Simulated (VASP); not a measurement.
A run of VASP 6.6.1 is set up as follows.

INCAR

```
SYSTEM = C
PREC = Accurate
ENCUT = 520
EDIFF = 1E-7
ISMEAR = 0
SIGMA = 0.15
LREAL = .FALSE.
LASPH = .TRUE.
NELM = 80
ALGO = Normal
ISIF = 2
LWAVE = .FALSE.
LCHARG = .FALSE.
GGA = PS
IVDW = 12
NBANDS = 16
```

The input KPOINTS:

```
regular mesh
0
G
  21 21 8
  0 0 0
```

POSCAR

```
C
1.0
    2.3286801815      0.0000000000      0.0000000000
   -1.1643400908      2.0166961945      0.0000000000
    0.0000000000      0.0000000000      7.0379701125
C
4
Direct
    0.0000000000      0.0000000000      0.0025000000
    0.0000000000      0.0000000000      0.5025000000
    0.3333333333      0.6666666667      0.0025000000
    0.6666666667      0.3333333333      0.5025000000
```

Potentials or basis: VASP PAW PBE potentials, release 64 (C).

The run is started by

```console
$ cat potpaw_PBE.64/C/POTCAR > POTCAR
$ mpirun -np 1 vasp_std > vasp.out
```

Task: Predict the pressure.

Result: 56.3 GPa.

Task: Predict the band gap on the k mesh.

Result: Zero (band 8 reaches 5.23 eV, above the bottom of band 9 at 5.22 eV).

Task: Estimate the dispersion energy per atom.

Result: -0.097 eV.

Stress tensor (GPa, compression positive):
```
85.43  0.00  0.00
 0.00 85.43  0.00
 0.00  0.00 -1.86
```

Caveat: the PAW data sets were made with another functional, which shifts forces and pressure a little.
